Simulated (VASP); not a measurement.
Wanted: the native input for a VASP 6.6.1 run.

| Item | Value |
| --- | --- |
| Task | single point |
| Functional | RPBE |
| Potentials or basis | VASP PAW PBE potentials, release 64 (Co) |
| Cutoff | 520 eV |
| k mesh | 18 × 18 × 18 |
| Occupations | fermi-dirac, width 0.1 eV |
| Spin | no spin polarisation |
| Dipole correction | no |
| Further INCAR settings | ALGO = Normal; EDIFF = 1e-06; NBANDS = 10 |

The structure of Co lies in POSCAR:

```
Co
1.0
   -1.3561569688      1.3561569688      1.3561569688
    1.3561569688     -1.3561569688      1.3561569688
    1.3561569688      1.3561569688     -1.3561569688
Co
1
Direct
    0.0000000000      0.0000000000      0.0000000000
```

This cell differs from its parent crystal: volume scaled by 0.92.

The input as run:

INCAR

```
SYSTEM = Co
PREC     = Accurate       ! precision mode
ENCUT    = 520            ! plane-wave cutoff, eV
EDIFF    = 1E-6           ! SCF threshold, eV
ISMEAR   = -1             ! smearing method
SIGMA    = 0.1            ! smearing width, eV
LREAL    = .FALSE.        ! projectors in reciprocal space
LASPH    = .TRUE.         ! aspherical terms in the spheres
NELM     = 60             ! most SCF steps
ALGO     = Normal         ! electronic algorithm
ISIF     = 2              ! what is computed and relaxed
LWAVE    = .FALSE.        ! write WAVECAR
LCHARG   = .FALSE.        ! write CHGCAR
GGA      = RP             ! functional
NBANDS   = 10             ! bands
```

KPOINTS

```
Automatic mesh
0
G
  18 18 18
  0 0 0
```

Potentials or basis: VASP PAW PBE potentials, release 64 (Co).

Run with:

```sh
$ cat potpaw_PBE.64/Co/POTCAR > POTCAR
$ mpirun -np 1 vasp_std > vasp.out
```

Results of the run:

The pressure is 21.0 GPa.

Caveat: the PAW data sets were made with another functional, which shifts forces and pressure a little; the run has no spin polarisation, though such a crystal can be magnetic.

Run time: 17 s on 1 thread of Intel(R) Xeon(R) Platinum 8259CL CPU @ 2.50GHz (Skylake/Cascade Lake), with other jobs on the host, peak memory 0.13 GiB.
